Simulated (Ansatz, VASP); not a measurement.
SrTe in VASP and in Ansatz

```xyz
2
Lattice="0.0000 3.3528 3.3528 3.3528 0.0000 3.3528 3.3528 3.3528 0.0000" Properties=species:S:1:pos:R:3 pbc="T T T"
Sr    0.0000    0.0000    0.0000
Te    3.3528    3.3528    3.3528
```

Alike in both runs: task single point; functional PBE-based screened hybrid; k mesh 4 × 4 × 4; no spin polarisation.

|  | VASP | Ansatz |
| --- | --- | --- |
| version | VASP 6.6.1 | Ansatz 0.2.0 |
| potentials or method | VASP PAW PBE potentials, release 64 (Sr_sv, Te) | plane waves |
| plane-wave cutoff (eV) | 400 | 420 |
| occupations | gaussian, width 0.01 eV | fixed |
| valence electrons in the cell | 16 | 26 |

```csv
,VASP,Ansatz,Ansatz less VASP
gap on the k mesh at the Fermi level (eV),2.20,2.20,+0.008
pressure (GPa),0.0,0.0,+0.02
```

VASP's potentials were made for PBE, not for PBE-based screened hybrid. VASP's potentials hold 16 valence electrons a cell and Ansatz's 26, so a difference there can come from the potentials and not from the codes. Ansatz's warnings: stress exchange threshold loose, stress scf threshold loose.

Spin-orbit coupling is off throughout.
